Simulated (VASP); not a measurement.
# Ir (P6_3/mmc) in VASP: further runs

Runs on Ir. Level: PBE. Tasks: single point, relaxation of cell and atoms.

Everything below comes from runs of VASP 6.6.1. Logs are shortened: lines on timing, memory, paths and dates and some standing lists are left out, and cuts for length are marked.

## 1. The cell of the first run

The structure is hexagonal, space group P6_3/mmc (No. 194). The conventional cell has a = 2.764 Å, b = 2.764 Å, c = 4.408 Å, α = 90.00°, β = 90.00°, γ = 120.00°. Ir (site symmetry -6m2) has 12 Ir at 2.72 to 2.76 Å within 3.6 Å.

## 2. Single point, PBE

INCAR reads:

```
SYSTEM = Ir
  PREC = Accurate
  ENCUT = 520
  EDIFF = 1E-7
  ISMEAR = 0
  SIGMA = 0.05
  LREAL = .FALSE.
  LASPH = .TRUE.
  NELM = 100
  ALGO = Normal
  ISIF = 2
  LWAVE = .FALSE.
  LCHARG = .FALSE.
  GGA = PE
  NBANDS = 16
```

KPOINTS reads:

```
Automatic mesh
0
G
  8 8 4
  0 0 0
```

POSCAR reads:

```
Ir
1.0
    2.7640160068      0.0000000000      0.0000000000
   -1.3820080034      2.3937080783      0.0000000000
    0.0000000000      0.0000000000      4.4081888940
Ir
2
Direct
    0.3333333333      0.6666666667      0.7500000000
    0.6666666667      0.3333333333      0.2500000000
```

Potentials or basis: VASP PAW PBE potentials, release 64 (Ir).

Command:

```console
$ cat potpaw_PBE.64/Ir/POTCAR > POTCAR
$ mpirun -np 1 vasp_std > vasp.out
```

OUTCAR:

```text
SYSTEM = Ir
   PREC = Accurate
   ENCUT = 520
   EDIFF = 1E-7
   ISMEAR = 0
   LREAL = .FALSE.
   LASPH = .TRUE.
   NELM = 100
   ISIF = 2
   GGA = PE

 ion  position               nearest neighbor table
   1  0.333  0.667  0.750-   2 2.72   2 2.72   2 2.72   2 2.72   2 2.72   2 2.72
   2  0.667  0.333  0.250-   1 2.72   1 2.72   1 2.72   1 2.72   1 2.72   1 2.72

  LATTYP: Found a hexagonal cell.
 ALAT       =     2.7640160068
 C/A-ratio  =     1.5948492640

  Lattice vectors:

 A1 = (   2.7640160068,   0.0000000000,   0.0000000000)
 A2 = (  -1.3820080034,   2.3937080783,   0.0000000000)
 A3 = (   0.0000000000,   0.0000000000,   4.4081888940)

Analysis of symmetry for initial positions (statically):
=====================================================================
 Subroutine PRICEL returns:
 Original cell was already a primitive cell.

 Routine SETGRP: Setting up the symmetry group for a
 hexagonal supercell.

 Subroutine GETGRP returns: Found 24 space group operations
 (whereof 12 operations were pure point group operations)
 out of a pool of 24 trial point group operations.

The static configuration has the point symmetry D_3d.
 The point group associated with its full space group is D_6h.

Analysis of symmetry for dynamics (positions and initial velocities):
=====================================================================
 Subroutine PRICEL returns:
 Original cell was already a primitive cell.

 Routine SETGRP: Setting up the symmetry group for a
 hexagonal supercell.

 Subroutine GETGRP returns: Found 24 space group operations
 (whereof 12 operations were pure point group operations)
 out of a pool of 24 trial point group operations.

The dynamic configuration has the point symmetry D_3d.
 The point group associated with its full space group is D_6h.

 Subroutine INISYM returns: Found 24 space group operations
 (whereof 12 operations are pure point group operations),
 and found     1 'primitive' translations

----------------------------------------------------------------------------------------

                                     Primitive cell

  volume of cell :      29.1657

  direct lattice vectors                    reciprocal lattice vectors
     2.764016007  0.000000000  0.000000000     0.361792406  0.208880943  0.000000000
    -1.382008003  2.393708078  0.000000000     0.000000000  0.417761885  0.000000000
     0.000000000  0.000000000  4.408188894     0.000000000  0.000000000  0.226850533

  length of vectors
     2.764016007  2.764016007  4.408188894     0.417761885  0.417761885  0.226850533
[... 82 lines left out ...]
   LREAL  =      F    real-space projection
   EDIFFG = 0.1E-05   stopping-criterion for IOM
   NSW    =      0    number of steps for IOM
   IBRION =     -1    ionic relax: 0-MD 1-quasi-New 2-CG
   NFREE  =      0    steps in history (QN), initial steepest desc. (CG)
   ISIF   =      2    stress and relaxation
   ISYM   =      2    0-nonsym 1-usesym 2-fastsym
   POTIM  = 0.5000    time-step for ionic-motion
   TEBEG  =    0.0;   TEEND  =   0.0 temperature during run
   PSTRESS=    0.0 pullay stress
   NELECT =      18.0000    total number of electrons
   NUPDOWN=      -1.0000    fix difference up-down
   EMIN   =  10.00;   EMAX   =-10.00  energy-range for DOS
   EFERMI =   0.00;   METHOD = LEGACY
   ISMEAR =     0;   SIGMA  =   0.05  broadening in eV -4-tet -1-fermi 0-gaus
   EFERMI_NEDOS =   21; number of points for ismear=-14 and -15
   IALGO  =     38    algorithm
   IMIX   =      4    mixing-type and parameters
     AMIX     =   0.40;   BMIX     =  1.00
     AMIX_MAG =   1.60;   BMIX_MAG =  1.00
  volume/ion in A,a.u.               =      14.58        98.41
  Fermi-wavevector in a.u.,A,eV,Ry     =   1.393825  2.633948 26.432706  1.942749
  Thomas-Fermi vector in A             =   2.517434
   LORBIT       =      0    0 simple, 1 ext, 2 COOP (PROOUT), +10 PAW based schemes
   GGA     = PE    functional components
   LHFCALC =     F    Hartree Fock is set to
   AEXX    =    0.0000 exact exchange contribution
   IVDW    =     0    specifies the selected vdW correction
   LEPSILON=     F    determine dielectric tensor
   LRPA    =     F    only Hartree local field effects (RPA)
 non-spin polarized calculation
 Gauss-broadening in eV      SIGMA  =   0.05
  energy-cutoff  :      520.00
  volume of cell :       29.17
 maximum number of plane-waves:       808
 NGX is ok and might be reduce to    24
   NGX = 11   NGY = 11   NGZ = 17

 number of electron      17.9999999 magnetization

 Free energy of the ion-electron system (eV)
  ---------------------------------------------------
  ext. energy  EPLUGINS =         0.00000000
  ---------------------------------------------------
  free energy    TOTEN  =       -17.51277283 eV

  energy without entropy =      -17.50867880  energy(sigma->0) =      -17.51072581

 E-fermi :  10.0225     XC(G=0): -13.8062

 val. band max:       10.0135488294   @ k =   0.3750   0.1250   0.0000
 cond. band min:      10.0496258217   @ k =   0.3750  -0.0000   0.2500
 fundamental gap:      0.0360769924
 Fermi energy:        10.0224838448

 k-point     1 :       0.0000    0.0000    0.0000
  band No.  band energies     occupation
      1      -0.9088      2.00000
      2       2.1608      2.00000
      3       6.3288      2.00000
      4       6.3288      2.00000
      5       6.3781      2.00000
      6       6.9954      2.00000
[... 433 lines left out ...]
      3       4.5039      2.00000
      4       4.5039      2.00000
      5       7.8430      2.00000
      6       7.8430      2.00000
[... 8 lines left out ...]
     15      25.5585      0.00000
     16      25.5585      0.00000

 [... further k-points ...]

------------------------ aborting loop because EDIFF is reached ----------------------------------------

  FORCE on cell =-STRESS in cart. coord.  units (eV):
  Direction    XX          YY          ZZ          XY          YZ          ZX
  --------------------------------------------------------------------------------------
  -------------------------------------------------------------------------------------
  Total        0.0815834      0.0815834      0.0986831      0.0000000      0.0000000      0.0000000
  in kB        4.4816739      4.4816739      5.4210256      0.0000000      0.0000000      0.0000000
  external PRESSURE =       4.7947911 kB  Pullay stress =       0.0000000 kB

 VOLUME and BASIS-vectors are now :
 -----------------------------------------------------------------------------
  energy-cutoff  :      520.00
  volume of cell :       29.17
      direct lattice vectors                 reciprocal lattice vectors
     2.764016007  0.000000000  0.000000000     0.361792406  0.208880943  0.000000000
    -1.382008003  2.393708078  0.000000000     0.000000000  0.417761885  0.000000000
     0.000000000  0.000000000  4.408188894     0.000000000  0.000000000  0.226850533

 POSITION                                       TOTAL-FORCE (eV/Angst)
 -----------------------------------------------------------------------------------
     -0.00000      1.59581      3.30614         0.000000      0.000000      0.000000
      1.38201      0.79790      1.10205         0.000000      0.000000      0.000000
 -----------------------------------------------------------------------------------
    total drift:                               -0.000000      0.000000     -0.000000

  FREE ENERGIE OF THE ION-ELECTRON SYSTEM (eV)
  ---------------------------------------------------
  free  energy   TOTEN  =       -17.5127728256 eV

  energy  without entropy=      -17.5086787963  energy(sigma->0) =      -17.51072581
```

OSZICAR:

```text
N       E                     dE             d eps       ncg     rms          rms(c)
DAV:   1     0.141418036528E+03    0.14142E+03   -0.84494E+03   960   0.112E+03
DAV:   2    -0.147917352192E+02   -0.15621E+03   -0.14098E+03   960   0.306E+02
DAV:   3    -0.185640032825E+02   -0.37723E+01   -0.36931E+01  1320   0.559E+01
DAV:   4    -0.186061928015E+02   -0.42190E-01   -0.42183E-01  1088   0.503E+00
DAV:   5    -0.186073446656E+02   -0.11519E-02   -0.11518E-02  1344   0.875E-01    0.205E+01
DAV:   6    -0.176892006286E+02    0.91814E+00   -0.11660E+00  1184   0.140E+01    0.843E+00
DAV:   7    -0.175243569932E+02    0.16484E+00   -0.36049E-01  1240   0.735E+00    0.210E+00
DAV:   8    -0.175154818076E+02    0.88752E-02   -0.59627E-03  1088   0.716E-01    0.873E-01
DAV:   9    -0.175127573243E+02    0.27245E-02   -0.36422E-03  1240   0.763E-01    0.168E-02
DAV:  10    -0.175127678909E+02   -0.10567E-04   -0.23654E-05  1288   0.402E-02    0.127E-02
DAV:  11    -0.175127727495E+02   -0.48586E-05   -0.22831E-06  1224   0.122E-02    0.106E-03
DAV:  12    -0.175127728256E+02   -0.76071E-07   -0.87578E-08   968   0.251E-03
   1 F= -.17512773E+02 E0= -.17510726E+02  d E =-.409403E-02
```

stdout:

```text
POSCAR found type information on POSCAR Ir
 POSCAR found :  1 types and       2 ions
 scaLAPACK will be used
 LDA part: xc-table for (Slater+PW92), standard interpolation
 POSCAR, INCAR and KPOINTS ok, starting setup
 FFT: planning ... GRIDC
 FFT: planning ... GRID_SOFT
 FFT: planning ... GRID
 WAVECAR not read
 entering main loop
```

It took 21 s on 1 thread of Intel Xeon Platinum 8259CL at 2.50GHz (Skylake/Cascade Lake), shared host; peak memory 0.16 GiB.

What came out:

| Property | Result |
| --- | --- |
| Free energy | -17.5128 eV |
| Pressure | 0.5 GPa |
| Band gap on the k mesh | zero (band 9 reaches 11.00 eV, above the bottom of band 10 at 7.88 eV) |

Stress tensor (GPa, compression positive):
```
0.45 0.00 0.00
0.00 0.45 0.00
0.00 0.00 0.54
```

Caveat: spin-orbit coupling is left out, which moves the levels of the heavy elements.

## 3. Relaxation of cell and atoms, PBE

This run uses another cell than the first one, of 14.16 Å³/atom, 0.971 times its volume.

INCAR reads:

```
SYSTEM = Ir
ALGO     = Normal         ! electronic algorithm
EDIFF    = 1E-6           ! SCF threshold, eV
EDIFFG   = -0.03          ! ionic threshold
ENCUT    = 600            ! plane-wave cutoff, eV
GGA      = PE             ! functional
IBRION   = 2              ! ionic algorithm
ISIF     = 3              ! what is computed and relaxed
ISMEAR   = 0              ! smearing method
LASPH    = .True.         ! aspherical terms in the spheres
LCHARG   = .False.        ! write CHGCAR
LREAL    = .False.        ! projectors in reciprocal space
LWAVE    = .False.        ! write WAVECAR
NELM     = 100            ! most SCF steps
NSW      = 80             ! ionic steps
PREC     = Accurate       ! precision mode
SIGMA    = 0.05           ! smearing width, eV
```

KPOINTS reads:

```
k-points
0
Gamma
  8 8 4
  0 0 0
```

POSCAR reads:

```
Ir
1.0
    2.7151030582      0.0000000000      0.0000000000
   -1.3575515291      2.3513482223      0.0000000000
    0.0000000000      0.0000000000      4.4346683284
Ir
2
Direct
    0.3333333333      0.6666666667      0.7500000000
    0.6666666667      0.3333333333      0.2500000000
```

Potentials or basis: VASP PAW PBE potentials, release 64 (Ir).

Command:

```console
$ cat potpaw_PBE.64/Ir/POTCAR > POTCAR
$ mpirun -np 1 vasp_std > vasp.out
```

Wall time 71 s (1 thread of Intel Xeon Platinum 8259CL at 2.50GHz (Skylake/Cascade Lake), shared host); peak memory 0.16 GiB.

Results (log left out):

| Quantity | Value |
| --- | --- |
| Free energy | -17.5132 eV |
| Relaxed volume | 14.62 Å³/atom |
| Relaxed cell | a = 2.766 Å, b = 2.766 Å, c = 4.411 Å, α = 90.00°, β = 90.00°, γ = 120.00° |
| Space group after relaxing (to 0.05 Å) | P6_3/mmc (No. 194) |
| Energy gained by relaxing | 21.5 meV/atom |
| Ionic steps | 6 |
| Pressure after relaxing | -0.3 GPa |
| Band gap on the k mesh | zero (band 9 reaches 10.95 eV, above the bottom of band 10 at 7.84 eV) |

Stress tensor (GPa, compression positive):
```
-0.33  0.00  0.00
 0.00 -0.33  0.00
 0.00  0.00 -0.19
```

Step by step:
```tsv
step	energy change (eV)	largest force (eV/Å)	pressure (GPa)	volume (Å³)
1	0.0000	0.0000	11.70	28.31
2	0.3219	0.0000	-29.28	32.76
3	-0.0359	0.0000	-1.27	29.32
4	-0.0360	0.0000	-0.71	29.27
5	-0.0425	0.0000	-0.14	29.23
6	-0.0430	0.0000	-0.28	29.24
```

Final structure:
```
Ir
1.0
     2.76646    0.00000    0.00000
    -1.38323    2.39582    0.00000
     0.00000    0.00000    4.41127
Ir
2
Direct
  0.33333 0.66667 0.75000
  0.66667 0.33333 0.25000
```

Levels at points of the mesh, in eV from the Fermi level:
```
           k point  band 5  band 6  band 7  band 8  band 9  band 10  band 11  band 12  band 13
(0.00, 0.00, 0.00)   -3.63   -3.02   -3.02   -2.43   -2.43    -0.59     0.23     0.23     6.99
(0.50, 0.00, 0.00)   -3.40   -3.34   -2.78    0.56    0.97     0.99     2.77     4.16     8.11
(0.00, 0.00, 0.50)   -3.84   -3.84   -3.84   -3.84   -0.47    -0.47    -0.47    -0.47    13.63
(0.50, 0.00, 0.50)   -2.12   -2.12   -0.94   -0.94    0.82     0.82     1.94     1.94     7.33
```

Caveat: spin-orbit coupling is left out, which moves the levels of the heavy elements.
